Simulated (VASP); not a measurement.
# InP in VASP: single point with PBE+D3(BJ)

Aim: the single point of InP with PBE+D3(BJ).

Everything below comes from runs of VASP 6.6.1. Logs are shortened: lines on timing, memory, paths and dates and some standing lists are left out, and cuts for length are marked.

### Step 1. The cell of the first run

The cell holds a slab with vacuum, 16 atoms: a = 8.335 Å, b = 5.894 Å, c = 23.251 Å, α = 90.00°, β = 90.00°, γ = 90.00°.

### Step 2. Single point, PBE+D3(BJ)

INCAR

```
  ALGO = Normal
  DIPOL = 0.5 0.5 0.500
  EDIFF = 1E-7
  ENCUT = 520
  GGA = PE
  IDIPOL = 3
  ISIF = 2
  ISMEAR = 0
  IVDW = 12
  LASPH = T
  LCHARG = F
  LDIPOL = T
  LREAL = Auto
  LWAVE = F
  NBANDS = 86
  NELM = 80
  PREC = Accurate
  SIGMA = 0.05
```

KPOINTS

```
k-points
0
Gamma
  4 5 1
```

POSCAR

```
InP
1.0
    8.3347933365      0.0000000000      0.0000000000
    0.0000000000      5.8935888880      0.0000000000
    0.0000000000      0.0000000000     23.2510950024
In P
8 8
Direct
    0.2500000000      0.5000000000      0.3655741804
    0.7500000000      0.5000000000      0.3655741804
    0.5000000000      0.0000000000      0.4551913935
    0.0000000000      0.0000000000      0.4551913935
    0.7500000000      0.5034668805      0.5493501556
    0.2500000000      0.5034668805      0.5493501556
    0.0000000000     -0.0616372885      0.6181351150
    0.5000000000     -0.0616372885      0.6181351150
    0.5000000000      0.2500000000      0.3655741804
    0.0000000000      0.2500000000      0.3655741804
    0.7500000000      0.7500000000      0.4551913935
    0.2500000000      0.7500000000      0.4551913935
    0.0000000000      0.2548459629      0.5455198543
    0.5000000000      0.2548459629      0.5455198543
    0.2500000000      0.7218492553      0.6451856603
    0.7500000000      0.7218492553      0.6451856603
```

Potentials or basis: VASP PAW PBE potentials, release 64 (In_d, P).

Started as:

```console
cat potpaw_PBE.64/In_d/POTCAR potpaw_PBE.64/P/POTCAR > POTCAR
mpirun -np 1 vasp_std > vasp.out
```

OUTCAR:

```text
EDIFF = 1E-7
   ENCUT = 520
   GGA = PE
   ISIF = 2
   ISMEAR = 0
   IVDW = 12
   LASPH = T
   LREAL = Auto
   NELM = 80
   PREC = Accurate
 IVDW          = 12

 ion  position               nearest neighbor table
   1  0.250  0.500  0.366-   9 2.55  10 2.55  12 2.55
   2  0.750  0.500  0.366-   9 2.55  10 2.55  11 2.55
   3  0.500  0.000  0.455-  11 2.55  12 2.55   9 2.55  14 2.58   8 3.81
   4  0.000  0.000  0.455-  11 2.55  12 2.55  10 2.55  13 2.58   7 3.81
   5  0.750  0.503  0.549-  13 2.55  14 2.55  16 2.57  11 2.63   7 3.67   8 3.67
   6  0.250  0.503  0.549-  13 2.55  14 2.55  15 2.57  12 2.63   7 3.67   8 3.67
   7  0.000  0.938  0.618-  13 2.52  15 2.52  16 2.52   6 3.67   5 3.67   4 3.81
   8  0.500  0.938  0.618-  14 2.52  15 2.52  16 2.52   6 3.67   5 3.67   3 3.81
   9  0.500  0.250  0.366-   1 2.55   2 2.55   3 2.55
  10  0.000  0.250  0.366-   1 2.55   2 2.55   4 2.55
  11  0.750  0.750  0.455-   3 2.55   4 2.55   2 2.55   5 2.63
  12  0.250  0.750  0.455-   3 2.55   4 2.55   1 2.55   6 2.63
  13  0.000  0.255  0.546-   7 2.52   6 2.55   5 2.55   4 2.58
  14  0.500  0.255  0.546-   8 2.52   6 2.55   5 2.55   3 2.58
  15  0.250  0.722  0.645-   7 2.52   8 2.52   6 2.57
  16  0.750  0.722  0.645-   7 2.52   8 2.52   5 2.57
[... 6 lines left out ...]
  Lattice vectors:

 A1 = (   0.0000000000,  -5.8935888880,   0.0000000000)
 A2 = (   8.3347933365,   0.0000000000,   0.0000000000)
 A3 = (   0.0000000000,   0.0000000000,  23.2510950024)

Analysis of symmetry for initial positions (statically):
=====================================================================
 Subroutine PRICEL returns following result:

  LATTYP: Found a simple orthorhombic cell.
 ALAT       =     4.1673966683
 B/A-ratio  =     1.4142135624
 C/A-ratio  =     5.5792853077

  Lattice vectors:

 A1 = (   4.1673966683,   0.0000000000,   0.0000000000)
 A2 = (   0.0000000000,   5.8935888880,   0.0000000000)
 A3 = (   0.0000000000,   0.0000000000,  23.2510950024)

   2 primitive cells build up your supercell.

 Routine SETGRP: Setting up the symmetry group for a
 simple orthorhombic supercell.

 Subroutine GETGRP returns: Found  2 space group operations
 (whereof  2 operations were pure point group operations)
 out of a pool of  8 trial point group operations.

The static configuration has the point symmetry C_1h.

Analysis of symmetry for dynamics (positions and initial velocities):
=====================================================================
 Subroutine PRICEL returns following result:

  LATTYP: Found a simple orthorhombic cell.
 ALAT       =     4.1673966683
 B/A-ratio  =     1.4142135624
 C/A-ratio  =     5.5792853077

  Lattice vectors:

 A1 = (   4.1673966683,   0.0000000000,   0.0000000000)
 A2 = (   0.0000000000,   5.8935888880,   0.0000000000)
 A3 = (   0.0000000000,   0.0000000000,  23.2510950024)

   2 primitive cells build up your supercell.

 Routine SETGRP: Setting up the symmetry group for a
 simple orthorhombic supercell.

 Subroutine GETGRP returns: Found  2 space group operations
 (whereof  2 operations were pure point group operations)
 out of a pool of  8 trial point group operations.

The dynamic configuration has the point symmetry C_1h.

 Subroutine INISYM returns: Found  2 space group operations
 (whereof  2 operations are pure point group operations),
 and found     2 'primitive' translations

----------------------------------------------------------------------------------------

                                     Primitive cell

  volume of cell :     571.0683

  direct lattice vectors                    reciprocal lattice vectors
     4.167396668  0.000000000  0.000000000     0.239957959  0.000000000  0.000000000
     0.000000000  5.893588888  0.000000000     0.000000000  0.169675900  0.000000000
     0.000000000  0.000000000 23.251095002     0.000000000  0.000000000  0.043008727

  length of vectors
     4.167396668  5.893588888 23.251095002     0.239957959  0.169675900  0.043008727

  position of ions in fractional coordinates (direct lattice)
     0.500000000  0.500000000  0.365574180
     1.000000000  0.000000000  0.455191394
     0.500000000  0.503466880  0.549350156
     0.000000000  0.938362711  0.618135115
     1.000000000  0.250000000  0.365574180
     0.500000000  0.750000000  0.455191394
     0.000000000  0.254845963  0.545519854
     0.500000000  0.721849255  0.645185660

  ion indices of the primitive-cell ions
   primitive index   ion index
                 1           1
                 2           3
                 3           6
                 4           7
                 5           9
                 6          12
                 7          13
                 8          15

----------------------------------------------------------------------------------------

 KPOINTS: k-points

Automatic generation of k-mesh.
 Grid dimensions read from file:
 generate k-points for:    4    5    1

 Generating k-lattice:

  Cartesian coordinates                     Fractional coordinates (reciprocal lattice)
     0.029994745  0.000000000  0.000000000     0.250000000  0.000000000  0.000000000
     0.000000000  0.033935180  0.000000000     0.000000000  0.200000000  0.000000000
     0.000000000  0.000000000  0.043008727     0.000000000  0.000000000  1.000000000

  Length of vectors
     0.029994745  0.033935180  0.043008727

  Shift w.r.t. Gamma in fractional coordinates (k-lattice)
     0.000000000  0.000000000  0.000000000

 Subroutine IBZKPT returns following result:
 ===========================================

 Found      9 irreducible k-points:

 Following reciprocal coordinates:
            Coordinates               Weight
  0.000000  0.000000  0.000000      1.000000
  0.250000  0.000000  0.000000      2.000000
  0.500000  0.000000  0.000000      1.000000
  0.000000  0.200000  0.000000      2.000000
  0.250000  0.200000  0.000000      4.000000
  0.500000  0.200000  0.000000      2.000000
  0.000000  0.400000  0.000000      2.000000
  0.250000  0.400000  0.000000      4.000000
  0.500000  0.400000  0.000000      2.000000
   k-points           NKPTS =      9   k-points in BZ     NKDIM =      9   number of bands    NBANDS=     86
   number of dos      NEDOS =    301   number of ions     NIONS =     16
   total plane-waves  NPLWV = 552960
   dimension x,y,z NGX =    64 NGY =   48 NGZ =  180
   dimension x,y,z NGXF=   128 NGYF=   96 NGZF=  360
   ions per type =               8   8
   NGX,Y,Z   is equivalent  to a cutoff of  12.77, 13.54, 12.87 a.u.
   NGXF,Y,Z  is equivalent  to a cutoff of  25.53, 27.08, 25.74 a.u.
 SYSTEM =  unknown system
   PREC   = accura    normal or accurate (medium, high low for compatibility)
   ISTART =      0    job   : 0-new  1-cont  2-samecut
   ICHARG =      2    charge: 1-file 2-atom 10-const
   ISPIN  =      1    spin polarized calculation?
   LNONCOLLINEAR =      F non collinear calculations
   LSORBIT =      F    spin-orbit coupling
   LASPH  =      T    aspherical Exc in radial PAW
   ENCUT  =  520.0 eV  38.22 Ry    6.18 a.u.  15.50 10.96 43.23*2*pi/ulx,y,z
   NELM   =     80;   NELMIN=  2; NELMDL= -5     # of ELM steps
   EDIFF  = 0.1E-06   stopping-criterion for ELM
   LREAL  =      T    real-space projection
   EDIFFG = 0.1E-05   stopping-criterion for IOM
   NSW    =      0    number of steps for IOM
   IBRION =     -1    ionic relax: 0-MD 1-quasi-New 2-CG
   NFREE  =      0    steps in history (QN), initial steepest desc. (CG)
   ISIF   =      2    stress and relaxation
   ISYM   =      2    0-nonsym 1-usesym 2-fastsym
   POTIM  = 0.5000    time-step for ionic-motion
   TEBEG  =    0.0;   TEEND  =   0.0 temperature during run
   PSTRESS=    0.0 pullay stress
   NELECT =     144.0000    total number of electrons
   NUPDOWN=      -1.0000    fix difference up-down
   EMIN   =  10.00;   EMAX   =-10.00  energy-range for DOS
   EFERMI =   0.00;   METHOD = LEGACY
   ISMEAR =     0;   SIGMA  =   0.05  broadening in eV -4-tet -1-fermi 0-gaus
   EFERMI_NEDOS =   21; number of points for ismear=-14 and -15
   IALGO  =     38    algorithm
   IMIX   =      4    mixing-type and parameters
     AMIX     =   0.40;   BMIX     =  1.00
     AMIX_MAG =   1.60;   BMIX_MAG =  1.00
  volume/ion in A,a.u.               =      71.38       481.72
  Fermi-wavevector in a.u.,A,eV,Ry     =   0.820899  1.551274  9.168624  0.673875
  Thomas-Fermi vector in A             =   1.931963
   LORBIT       =      0    0 simple, 1 ext, 2 COOP (PROOUT), +10 PAW based schemes
   GGA     = PE    functional components
   LHFCALC =     F    Hartree Fock is set to
   AEXX    =    0.0000 exact exchange contribution
   IVDW    =    12    specifies the selected vdW correction
   LEPSILON=     F    determine dielectric tensor
   LRPA    =     F    only Hartree local field effects (RPA)
 non-spin polarized calculation
 Gauss-broadening in eV      SIGMA  =   0.05
  energy-cutoff  :      520.00
  volume of cell :     1142.14
 maximum number of plane-waves:     30801
 NGX is ok and might be reduce to    64
   NGX = 31   NGY = 21   NGZ = 87

 number of electron     144.0000000 magnetization

 dipolmoment           0.000000      0.000000      0.074174 electrons x Angstroem

 Free energy of the ion-electron system (eV)
  ---------------------------------------------------
  ext. energy  EPLUGINS =         0.00000000
  ---------------------------------------------------
  free energy    TOTEN  =       -62.49914392 eV

  energy without entropy =      -62.49914392  energy(sigma->0) =      -62.49914392

 E-fermi :  -1.1482     XC(G=0):  -3.9241

 val. band max:       -1.3995405891   @ k =   0.0000   0.0000   0.0000
 cond. band min:      -0.6572583637   @ k =   0.0000   0.0000   0.0000
 fundamental gap:      0.7422822253
 Fermi energy:        -1.1482498448

 k-point     1 :       0.0000    0.0000    0.0000
  band No.  band energies     occupation
      1     -15.7710      2.00000
      2     -15.7558      2.00000
      3     -15.7075      2.00000
      4     -15.7044      2.00000
      5     -15.6848      2.00000
      6     -15.6762      2.00000
[... 772 lines left out ...]
     83       2.8127      0.00000
     84       2.8127      0.00000
 [bands above 84 left out]

------------------------ aborting loop because EDIFF is reached ----------------------------------------

 vacuum level on the upper side and lower side of the slab       (xc-potential included)         0.116        -0.144

 Edisp (eV)   -3.52385

 E8    (eV) :    -1.6235

  FORCE on cell =-STRESS in cart. coord.  units (eV):
  Direction    XX          YY          ZZ          XY          YZ          ZX
  --------------------------------------------------------------------------------------
  -------------------------------------------------------------------------------------
  Total      -2.81734    -3.24818    -0.01139     0.00000     3.05538     0.00000
  in kB      -3.95213    -4.55651    -0.01598     0.00000     4.28606     0.00000
  external pressure =       -2.84 kB  Pullay stress =        0.00 kB

 VOLUME and BASIS-vectors are now :
 -----------------------------------------------------------------------------
  energy-cutoff  :      520.00
  volume of cell :     1142.14
      direct lattice vectors                 reciprocal lattice vectors
     8.334793337  0.000000000  0.000000000     0.119978980  0.000000000  0.000000000
     0.000000000  5.893588888  0.000000000     0.000000000  0.169675900  0.000000000
     0.000000000  0.000000000 23.251095002     0.000000000  0.000000000  0.043008727

 POSITION                                       TOTAL-FORCE (eV/Angst)
 -----------------------------------------------------------------------------------
      2.08370      2.94679      8.50000         0.000000     -0.976936      1.079544
      6.25110      2.94679      8.50000         0.000000     -0.976936      1.079544
      4.16740      0.00000     10.58370         0.000000      0.373147      0.062177
      0.00000      0.00000     10.58370         0.000000      0.373147      0.062177
      6.25110      2.96723     12.77299        -0.000000      0.022269     -0.012981
      2.08370      2.96723     12.77299        -0.000000      0.022269     -0.012981
[... 8 lines left out ...]
      2.08370      4.25428     15.00127         0.000000      0.006231      0.000152
      6.25110      4.25428     15.00127         0.000000      0.006231      0.000152
 -----------------------------------------------------------------------------------
    total drift:                                0.000000      0.035643     -0.013298

  FREE ENERGIE OF THE ION-ELECTRON SYSTEM (eV)
  ---------------------------------------------------
  free  energy   TOTEN  =       -66.0229939439 eV

  energy  without entropy=      -66.0229939439  energy(sigma->0) =      -66.02299394

 vacuum level on the upper side and lower side of the slab         3.670         3.398
```

Run time: 62 min. Hardware: 1 thread of Oxide Virtual Turin-like, shared host; peak memory 1.3 GiB.

Results:

```yaml
Free_energy: -66.0230 eV
Largest_force: 1.456 eV/Å
Band_gap_on_the_k_mesh: 0.74 eV
Dispersion_energy_per_atom: -0.220 eV
```

Forces on the atoms (eV/Å):
```
In   0.000 -0.977  1.080
In   0.000 -0.977  1.080
In   0.000  0.373  0.062
In   0.000  0.373  0.062
In   0.000  0.022 -0.013
In   0.000  0.022 -0.013
In   0.000 -0.016  0.012
In   0.000 -0.016  0.012
P    0.000  0.241 -1.134
P    0.000  0.241 -1.134
P    0.000  0.351 -0.015
P    0.000  0.351 -0.015
P    0.000 -0.001  0.007
P    0.000 -0.001  0.007
P    0.000  0.006  0.000
P    0.000  0.006  0.000
```

Levels at points of the mesh, in eV from the valence-band top:
```
           k point  band 70  band 71  band 72  band 73  band 74  band 75
(0.00, 0.00, 0.00)    -0.17    -0.16     0.00     0.74     1.01     1.40
(0.50, 0.00, 0.00)    -0.75    -0.16    -0.16     1.09     1.09     2.13
```

Caveat: semilocal functionals underestimate gaps, and a narrow one can read as zero; spin-orbit coupling is left out, which moves the levels of the heavy elements.
